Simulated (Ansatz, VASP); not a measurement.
# One calculation of HgPt, two programs

```
Hg Pt
1.0
     2.68472    0.00000    0.00000
     0.00000    2.68472    0.00000
     0.00000    0.00000    3.54066
Hg Pt
1 1
Direct
  0.00000 0.00000 0.00000
  0.50000 0.50000 0.50000
```

Change from the starting cell: volume scaled by 0.7, crystal datasets.

Alike in both runs: task electric field gradients; functional LDA; k mesh 12 × 12 × 9; occupations fermi-dirac, width 0.05 eV; no spin polarisation.

|  | VASP | Ansatz |
| --- | --- | --- |
| version | VASP 6.6.1 | Ansatz 0.2.0 |
| potentials or method | VASP PAW LDA potentials, release 64 (Hg, Pt), cutoff 400 eV | all-electron PAW with datasets made for the crystal, scalar-relativistic |

Ansatz gave:

| Quantity | Value |
| --- | --- |
| pressure (GPa) | 111.3 |
| traceless stress, the component that is largest in VASP (GPa) | 0.21 |
| size of Vzz on the site where it differs most (V/Å²) | 155.2 |

Task: Which values does VASP return?

Result: Pressure (GPa): 119.5; traceless stress, the component that is largest in VASP (GPa): 0.76; size of Vzz on the site where it differs most (V/Å²): 138.4.

LDA's correlation is that of Perdew and Zunger in VASP and of Perdew and Wang (1992) in Ansatz. Both programs put the cell under a high pressure, so it lies far from rest at this level. Ansatz ran all-electron here, and VASP with PAW potentials.

Spin-orbit coupling is off throughout. Noted on VASP's run: the cell as given lies far from equilibrium.
